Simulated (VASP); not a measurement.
A run of VASP 6.6.1:

The input INCAR:

```
  ALGO = Normal
  EDIFF = 1E-6
  ENCUT = 520
  GGA = PE
  ISIF = 2
  ISMEAR = -1
  LASPH = True
  LCHARG = False
  LREAL = False
  LWAVE = False
  NBANDS = 11
  NELM = 80
  PREC = Accurate
  SIGMA = 0.08
```

Contents of KPOINTS:

```
k-points
0
Gamma
  15 15 15
```

The input POSCAR:

```
BP
1.0
    0.0000000000      2.1111759642      2.1111759642
    2.1111759642      0.0000000000      2.1111759642
    2.1111759642      2.1111759642      0.0000000000
B P
1 1
Direct
    0.0000000000      0.0000000000      0.0000000000
    0.2500000000      0.2500000000      0.2500000000
```

Potentials or basis: VASP PAW PBE potentials, release 64 (B, P).

Run with:

```bash
$ cat potpaw_PBE.64/B/POTCAR potpaw_PBE.64/P/POTCAR > POTCAR
$ mpirun -np 1 vasp_std > vasp.out
```

Hardware: 1 thread of Intel Xeon 6975P-C, with other jobs on the host.

Problem. How long does it take, and how much memory?

Solution. Wall time 12 s on 1 thread of Intel Xeon 6975P-C, with other jobs on the host, peak memory 0.15 GiB. Counts: scf iterations 12, k points 120.
